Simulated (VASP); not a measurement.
Here is a VASP 6.6.1 calculation.

File INCAR:

```
SYSTEM = Sb
PREC     = Accurate       ! precision mode
ENCUT    = 600            ! plane-wave cutoff, eV
EDIFF    = 1E-6           ! SCF threshold, eV
ISMEAR   = -1             ! smearing method
SIGMA    = 0.1            ! smearing width, eV
LREAL    = .False.        ! projectors in reciprocal space
LASPH    = .True.         ! aspherical terms in the spheres
NELM     = 100            ! most SCF steps
ALGO     = Normal         ! electronic algorithm
ISIF     = 3              ! what is computed and relaxed
LWAVE    = .False.        ! write WAVECAR
LCHARG   = .False.        ! write CHGCAR
GGA      = PE             ! functional
IBRION   = 2              ! ionic algorithm
NSW      = 60             ! ionic steps
EDIFFG   = -0.005         ! ionic threshold
PSTRESS  = 84.0
```

File KPOINTS:

```
Automatic mesh
0
Gamma
  14 14 14
  0 0 0
```

The input POSCAR:

```
Sb
1.0
   -2.8397830432      2.8397830432      1.5618806738
    2.8397830432     -2.8397830432      1.5618806738
    2.8397830432      2.8397830432     -1.5618806738
Sb
2
Direct
   -0.3750000000     -0.1250000000     -0.2500000000
    0.3750000000      0.1250000000      0.2500000000
```

Potentials or basis: VASP PAW PBE potentials, release 64 (Sb).

The run is started by

```console
$ cat potpaw_PBE.64/Sb/POTCAR > POTCAR
$ mpirun -np 1 vasp_std > vasp.out
```

Question: What does it give for the relaxed cell?

Answer: a = 4.419 Å, b = 4.419 Å, c = 4.419 Å, α = 96.90°, β = 96.90°, γ = 139.45°.

Question: Predict the relaxed volume.

Answer: 26.31 Å³/atom.

Question: What does it give for the space group after relaxing (to 0.05 Å)?

Answer: I4_1/amd (No. 141).

The path:
```csv
step,energy change (eV),largest force (eV/Å),pressure (GPa),volume (Å³)
1,0.0000,0.0000,12.96,50.38
2,-0.2839,0.0000,3.66,55.77
3,-0.1793,0.0000,7.82,53.00
4,-0.1754,0.0000,8.20,52.75
5,-0.1676,0.0000,8.53,52.56
6,-0.1683,0.0000,8.50,52.57
7,-0.1747,0.0000,8.29,52.70
8,-0.1712,0.0000,8.40,52.63
```

Caveat: the cell is relaxed towards a set pressure, so the enthalpy falls and the energy may rise.
